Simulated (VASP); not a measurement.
A run of VASP 6.6.1 is set up as follows.

INCAR

```
PREC = Accurate ; ENCUT = 520
EDIFF = 1E-6 ; ISMEAR = 0
SIGMA = 0.05 ; LREAL = Auto
LASPH = True ; NELM = 100
ALGO = Normal ; ISIF = 2
LWAVE = False ; LCHARG = False
GGA = PE ; NBANDS = 56
```

File KPOINTS:

```
regular mesh
0
Gamma
  2 2 1
```

The input POSCAR:

```
H2C18O
1.0
    7.3980000000      0.0000000000      0.0000000000
   -3.6990000000      6.4068560000      0.0000000000
    0.0000000000      0.0000000000     11.0000000000
C O H
18 1 2
Direct
    0.0122160046      0.0026847802      0.0650041818
    0.2345146640      0.1138784764      0.0650656364
    0.0111773008      0.3373448693      0.0647935455
    0.2356330832      0.4495543524      0.0649350000
    0.0134704449      0.6717416468      0.0649482727
    0.2332454717      0.7815766423      0.0650648182
    0.3443363395      0.0038959827      0.0652032727
    0.5689312981      0.1161934965      0.0653389091
    0.3467751821      0.3384024863      0.0650373636
    0.5665884627      0.4483504858      0.0650878182
    0.3455157191      0.6693301676      0.0650488182
    0.5678409904      0.7804640841      0.0651263636
    0.6801769343      0.0049880940      0.0651934545
    0.9000324416      0.1149954049      0.0649584545
    0.6789459750      0.3361495873      0.0651375455
    0.9013200754      0.4472860011      0.0648411818
    0.6778177015      0.6706610856      0.0650547273
    0.9023216573      0.7828996001      0.0650134545
    0.7957037496      0.2264450770      0.3912963636
    0.7147487117      0.2666271881      0.4423372727
    0.7207964377      0.1887042568      0.3146047273
```

Potentials or basis: VASP PAW PBE potentials, release 64 (C, O, H).

The run is started by

```console
$ cat potpaw_PBE.64/C/POTCAR potpaw_PBE.64/O/POTCAR potpaw_PBE.64/H/POTCAR > POTCAR
$ mpirun -np 1 vasp_std > vasp.out
```

(1) Predict the largest force.

(2) Predict the band gap on the k mesh.

Answers

(1) 0.134 eV/Å.

(2) 0.22 eV, direct.

Caveat: the k points lie up to 0.49 Å⁻¹ apart.
